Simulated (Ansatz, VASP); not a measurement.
# WC: VASP beside Ansatz

Contents of INCAR:

```
SYSTEM = WC
PREC     = Accurate       ! precision mode
ENCUT    = 520            ! plane-wave cutoff, eV
EDIFF    = 1E-6           ! SCF threshold, eV
ISMEAR   = 0              ! smearing method
SIGMA    = 0.15           ! smearing width, eV
LREAL    = .FALSE.        ! projectors in reciprocal space
LASPH    = .TRUE.         ! aspherical terms in the spheres
NELM     = 100            ! most SCF steps
ALGO     = Normal         ! electronic algorithm
ISIF     = 2              ! what is computed and relaxed
LWAVE    = .FALSE.        ! write WAVECAR
LCHARG   = .TRUE.         ! write CHGCAR
GGA      = PS             ! functional
LELF     = .TRUE.         ! ELF
LVHAR    = .TRUE.       
NBANDS   = 16             ! bands
```

The input KPOINTS:

```
Automatic mesh
0
G
  18 18 16
  0 0 0
```

File POSCAR:

```
WC
1.0
    2.9440089575      0.0000000000      0.0000000000
   -1.4720044788      2.4742293084      0.0000000000
    0.0000000000      0.0000000000      2.8290000000
W C
1 1
Direct
    0.0000000000      0.0000000000      0.0000000000
    0.6666666667      0.3333333333      0.5000000000
```

Input for Ansatz:

```yaml
crystal:
  lattice:
    - [2.9440089575, 0.0, 0.0]
    - [-1.4720044788, 2.4742293084, 0.0]
    - [0.0, 0.0, 2.829]
  atoms:
    - { symbol: W, position: [0.0, 0.0, 0.0] }
    - { symbol: C, position: [0.6666666667, 0.3333333333, 0.5] }
basis:
  ecutwfc: 420
kpoints:
  mp_grid: { grid: [18, 18, 16] }
hamiltonian:
  xc: pbesol
scf:
  occupations: { method: gaussian, width: 0.15 }
output:
  forces: true
  stress: true
  eigenvalues: true
```

Change from the starting cell: strain +0.0150 x Voigt [1, -1, 0, 0, 0, 0], atoms carried along.

Alike in both runs: task single point; functional PBEsol; k mesh 18 × 18 × 16; occupations gaussian, width 0.15 eV; no spin polarisation.

```csv
,VASP,Ansatz
version,VASP 6.6.1,Ansatz 0.2.0
potentials or method,"VASP PAW PBE potentials, release 64 (W_sv, C), cutoff 520 eV","scalar-relativistic, plane waves, PAW"
valence electrons in the cell,18,18
```

|  | VASP | Ansatz | Ansatz less VASP |
| --- | --- | --- | --- |
| gap on the k mesh at the Fermi level (eV) | none | none | - |
| pressure (GPa) | 0.8 | -0.5 | -1.27 |
| traceless stress, the component that is largest in VASP (GPa) | -7.57 | -7.42 | +0.151 |
| rms of the force components (eV/Å) | 0.106 | 0.103 | -0.0027 |

VASP's potentials were made for PBE, not for PBEsol. Atom by atom the forces differ by 0.003 eV/Å (rms over components). A gap of «none» marks a metal or a gap that the smearing closes.

Neither program's run includes spin-orbit coupling.
